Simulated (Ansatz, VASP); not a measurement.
# MgO in VASP and in Ansatz

```
Mg O
1.0
     0.00000    2.06097    2.06097
     2.06097    0.00000    2.06097
     2.06097    2.06097    0.00000
Mg O
1 1
Direct
  0.00000 0.00000 0.00000
  0.50000 0.50000 0.50000
```

Alike in both runs: task single point; functional PBEsol; k mesh 8 × 8 × 8; occupations gaussian, width 0.1 eV; no spin polarisation.

|  | VASP | Ansatz |
| --- | --- | --- |
| version | VASP 6.6.1 | Ansatz 0.2.0 |
| potentials or method | VASP PAW PBE potentials, release 64 (Mg, O), cutoff 600 eV | scalar-relativistic, plane waves, PAW |
| valence electrons in the cell | 8 | 16 |

|  | VASP | Ansatz | Ansatz less VASP |
| --- | --- | --- | --- |
| gap on the k mesh at the Fermi level (eV) | 5.29 | 5.28 | -0.005 |
| least direct gap on the mesh (eV) | 5.29 | 5.28 | -0.005 |
| pressure (GPa) | 11.4 | 12.0 | +0.62 |

VASP's potentials were made for PBE, not for PBEsol. With one functional, cell and mesh, what is left measures potentials, basis and numerics. VASP's potentials hold 8 valence electrons a cell and Ansatz's 16, so a difference there can come from the potentials and not from the codes.
